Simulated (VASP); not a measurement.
Set up this calculation in VASP 6.6.1, as the native input.

```
Task                   : relaxation of cell and atoms
Functional             : PBE
Potentials or basis    : VASP PAW PBE potentials, release 64 (Ca_sv, O)
Cutoff                 : 600 eV
k mesh                 : 6 × 6 × 6
Occupations            : gaussian, width 0.1 eV
Spin                   : no spin polarisation
Dipole correction      : no
Further INCAR settings : ALGO = Normal; EDIFF = 1e-07; IBRION = 2; EDIFFG = -0.04; NSW = 90; ISIF = 3
```

The structure of CaO lies in POSCAR:

```
CaO
1.0
    0.0000000000      2.4142046007      2.4142046007
    2.4142046007      0.0000000000      2.4142046007
    2.4142046007      2.4142046007      0.0000000000
Ca O
1 1
Direct
    0.0000000000      0.0000000000      0.0000000000
    0.5000000000      0.5000000000      0.5000000000
```

One way to write it, as run:

INCAR

```
SYSTEM = CaO
ALGO = Normal
EDIFF = 1E-7
EDIFFG = -0.04
ENCUT = 600
GGA = PE
IBRION = 2
ISIF = 3
ISMEAR = 0
LASPH = .TRUE.
LCHARG = .FALSE.
LREAL = .FALSE.
LWAVE = .FALSE.
NELM = 60
NSW = 90
PREC = Accurate
SIGMA = 0.1
```

KPOINTS

```
k-points
0
G
  6 6 6
  0 0 0
```

Potentials or basis: VASP PAW PBE potentials, release 64 (Ca_sv, O).

Command:

```sh
$ cat potpaw_PBE.64/Ca_sv/POTCAR potpaw_PBE.64/O/POTCAR > POTCAR
$ mpirun -np 1 vasp_std > vasp.out
```

Results of the run:

* Relaxed volume: 14.18 Å³/atom
* Relaxed cell: a = 3.423 Å, b = 3.423 Å, c = 3.423 Å, α = 60.00°, β = 60.00°, γ = 60.00°
* Space group after relaxing (to 0.05 Å): Fm-3m (No. 225)
* Energy gained by relaxing: 0.1 meV/atom
* Ionic steps: 2
* Pressure after relaxing: -0.2 GPa
* Band gap on the k mesh: 3.64 eV, indirect (least direct gap 4.02 eV)

Run time: 14 s on 1 thread of Intel(R) Xeon(R) Platinum 8375C CPU @ 2.90GHz (Ice Lake), on a shared host, peak memory 0.16 GiB.
